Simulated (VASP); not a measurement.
Write the native input for VASP 6.6.1 that does the following.

* Task: single point
* Functional: PBE
* Potentials or basis: VASP PAW PBE potentials, release 64 (Sn_d, Pb_d, O)
* Cutoff: 520 eV
* k mesh: 4 × 4 × 4
* Occupations: gaussian, width 0.1 eV
* Spin: no spin polarisation
* Dipole correction: no
* Further INCAR settings: ALGO = Normal; EDIFF = 1e-06; NBANDS = 50

The structure of SnPb3O4 lies in POSCAR:

```
SnPb3O4
1.0
    5.6587009161      0.0000000000      0.0000000000
    0.0000000000      5.6587009161      0.0000000000
    0.0000000000      0.0000000000      5.3596510888
Sn Pb O
1 3 4
Direct
    0.5000000000      0.5000000000      0.2024992630
    0.0000000000      0.0000000000      0.2285413544
    0.0000000000      0.5000000000      0.7738985045
    0.5000000000      0.0000000000      0.7738985045
    0.7453064590      0.7453064590      0.0052905934
    0.2546935410      0.2546935410      0.0052905934
    0.7453064590      0.2546935410      0.0052905934
    0.2546935410      0.7453064590      0.0052905934
```

One way to write it, as run:

INCAR

```
SYSTEM = SnPb3O4
PREC     = Accurate       ! precision mode
ENCUT    = 520            ! plane-wave cutoff, eV
EDIFF    = 1E-6           ! SCF threshold, eV
ISMEAR   = 0              ! smearing method
SIGMA    = 0.1            ! smearing width, eV
LREAL    = .FALSE.        ! projectors in reciprocal space
LASPH    = .TRUE.         ! aspherical terms in the spheres
NELM     = 80             ! most SCF steps
ALGO     = Normal         ! electronic algorithm
ISIF     = 2              ! what is computed and relaxed
LWAVE    = .FALSE.        ! write WAVECAR
LCHARG   = .FALSE.        ! write CHGCAR
GGA      = PE             ! functional
NBANDS   = 50             ! bands
```

KPOINTS

```
Automatic mesh
0
G
  4 4 4
  0 0 0
```

Potentials or basis: VASP PAW PBE potentials, release 64 (Sn_d, Pb_d, O).

Launch:

```sh
$ cat potpaw_PBE.64/Sn_d/POTCAR potpaw_PBE.64/Pb_d/POTCAR potpaw_PBE.64/O/POTCAR > POTCAR
$ mpirun -np 1 vasp_std > vasp.out
```

Results of the run:

| Item | Value |
| --- | --- |
| Pressure | 0.2 GPa |
| Largest force | 0.061 eV/Å |
| Band gap on the k mesh | 1.24 eV |

Caveat: spin-orbit coupling is left out, which moves the levels of the heavy elements.

It took 76 s on 1 thread of AMD EPYC 9R45 96-Core Processor (Zen 5) (shared host), peak memory 0.3 GiB.
